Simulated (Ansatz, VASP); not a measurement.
# Two plane-wave programs on GaSb3

File POSCAR:

```
GaSb3
1.0
    0.0000000000      3.7305950000      3.7305950000
    3.7305950000      0.0000000000      3.7305950000
    3.7305950000      3.7305950000      0.0000000000
Ga Sb
1 3
Direct
    0.0000000000      0.0150000000      0.0000000000
    0.2500000000      0.2500000000      0.2500000000
    0.7500000000      0.7500000000      0.7500000000
    0.5000000000      0.5000000000      0.5000000000
```

Contents of INCAR.step1:

```
  ALGO = Normal
  EDIFF = 1E-4
  ENCUT = 520
  GGA = PE
  ISMEAR = -1
  LASPH = True
  LCHARG = False
  LREAL = False
  LWAVE = True
  NBANDS = 22
  NELM = 80
  PREC = Accurate
  SIGMA = 0.1
```

File INCAR.step2:

```
  ALGO = Normal
  EDIFF = 1E-6
  ENCUT = 520
  ISIF = 2
  ISMEAR = -1
  ISTART = 1
  LASPH = True
  LCHARG = False
  LMIXTAU = True
  LREAL = False
  LWAVE = False
  METAGGA = R2SCAN
  NBANDS = 22
  NELM = 80
  PREC = Accurate
  SIGMA = 0.1
```

The input KPOINTS:

```
k-points
0
Gamma
  4 4 4
```

Input for Ansatz:

```yaml
crystal:
  lattice:
    - [0.0, 3.730595, 3.730595]
    - [3.730595, 0.0, 3.730595]
    - [3.730595, 3.730595, 0.0]
  atoms:
    - { symbol: Ga, position: [0.0, 0.015, 0.0] }
    - { symbol: Sb, position: [0.25, 0.25, 0.25] }
    - { symbol: Sb, position: [0.75, 0.75, 0.75] }
    - { symbol: Sb, position: [0.5, 0.5, 0.5] }
kpoints:
  mp_grid:
    grid: [4, 4, 4]
hamiltonian:
  xc: r2scan
  pseudopotentials:
    kind: paw
scf:
  occupations:
    method: fermi_dirac
    width: 0.1
output:
  forces: true
```

Alike in both runs: task single point; functional r2SCAN; k mesh 4 × 4 × 4; occupations fermi-dirac, width 0.1 eV; no spin polarisation.

|  | VASP | Ansatz |
| --- | --- | --- |
| version | VASP 6.6.1 | Ansatz 0.2.0 |
| potentials or method | VASP PAW PBE potentials, release 64 (Ga_d, Sb) | plane waves, PAW |
| plane-wave cutoff (eV) | 520 | 500 |
| valence electrons in the cell | 28 | 58 |

Ansatz gave:

```
gap on the k mesh at the Fermi level (eV) : none
rms of the force components (eV/Å)        : 0.014
```

**Question.** Estimate VASP's values.

**Answer.** gap on the k mesh at the Fermi level (eV): none; rms of the force components (eV/Å): 0.015.

VASP's potentials were made for PBE, not for r2SCAN. Atom by atom the forces differ by 0.001 eV/Å (rms over components). A gap of «none» marks a metal or a gap that the smearing closes. VASP's potentials hold 28 valence electrons a cell and Ansatz's 58, so a difference there can come from the potentials and not from the codes.

The k mesh is coarse, so the values compare programs but aren't converged. Spin-orbit coupling is off throughout.
